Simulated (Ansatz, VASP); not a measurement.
## ZrB2: VASP beside Ansatz

POSCAR

```
ZrB2
1.0
    3.1675246600      0.0000000000      0.0000000000
   -1.5837623300      2.7431568200      0.0000000000
    0.0000000000      0.0000000000      3.5523880600
Zr B
1 2
Direct
    0.0000000000      0.0000000000      0.0000000000
    0.3333333300      0.6666666700      0.5000000000
    0.6666666700      0.3333333300      0.5000000000
```

INCAR.step1

```
PREC     = Accurate       # precision mode
ENCUT    = 520            # plane-wave cutoff, eV
ISMEAR   = 0              # smearing method
SIGMA    = 0.1            # smearing width, eV
LREAL    = False          # projectors in reciprocal space
LASPH    = True           # aspherical terms in the spheres
NELM     = 60             # most SCF steps
NBANDS   = 16             # bands
GGA      = PE             # functional
ALGO     = Normal         # electronic algorithm
EDIFF    = 1E-4           # SCF threshold, eV
LWAVE    = True           # write WAVECAR
LCHARG   = False          # write CHGCAR
```

File INCAR.step2:

```
PREC     = Accurate       # precision mode
ENCUT    = 520            # plane-wave cutoff, eV
EDIFF    = 1E-6           # SCF threshold, eV
ISMEAR   = 0              # smearing method
SIGMA    = 0.1            # smearing width, eV
LREAL    = False          # projectors in reciprocal space
LASPH    = True           # aspherical terms in the spheres
NELM     = 60             # most SCF steps
ALGO     = Normal         # electronic algorithm
ISIF     = 2              # what is computed and relaxed
LWAVE    = False          # write WAVECAR
LCHARG   = False          # write CHGCAR
METAGGA  = R2SCAN         # meta-GGA
LMIXTAU  = True         
NBANDS   = 16             # bands
ISTART   = 1
```

KPOINTS

```
Automatic mesh
0
Gamma
  6 6 6
```

Input for Ansatz:

```yaml
crystal:
  lattice:
    - [3.16752466, 0.0, 0.0]
    - [-1.58376233, 2.74315682, 0.0]
    - [0.0, 0.0, 3.55238806]
  atoms:
    - { symbol: Zr, position: [0.0, 0.0, 0.0] }
    - { symbol: B, position: [0.33333333, 0.66666667, 0.5] }
    - { symbol: B, position: [0.66666667, 0.33333333, 0.5] }
basis:
  ecutwfc: 500
kpoints:
  mp_grid: { grid: [6, 6, 6] }
hamiltonian:
  xc: r2scan
  pseudopotentials: { kind: paw, azcp: { folder: soft_1 } }
scf:
  occupations: { method: gaussian, width: 0.1 }
output:
  forces: true
  stress: true
  eigenvalues: true
```

Alike in both runs: task single point; functional r2SCAN; k mesh 6 × 6 × 6; occupations gaussian, width 0.1 eV; no spin polarisation.

|  | VASP | Ansatz |
| --- | --- | --- |
| version | VASP 6.6.1 | Ansatz 0.2.0 |
| potentials or method | VASP PAW PBE potentials, release 64 (Zr_sv, B), cutoff 520 eV | scalar-relativistic, plane waves, PAW |
| valence electrons in the cell | 18 | 18 |

VASP gave:

- gap on the k mesh at the Fermi level (eV): none
- pressure (GPa): 0.2
- traceless stress, the component that is largest in VASP (GPa): -1.09

Task: What did Ansatz give for the same quantities?

Result: gap on the k mesh at the Fermi level (eV): none; pressure (GPa): 0.2; traceless stress, the component that is largest in VASP (GPa): -1.06.

VASP's potentials were made for PBE, not for r2SCAN. A gap of «none» marks a metal or a gap that the smearing closes.

The k mesh is coarse, so the values compare programs but aren't converged.
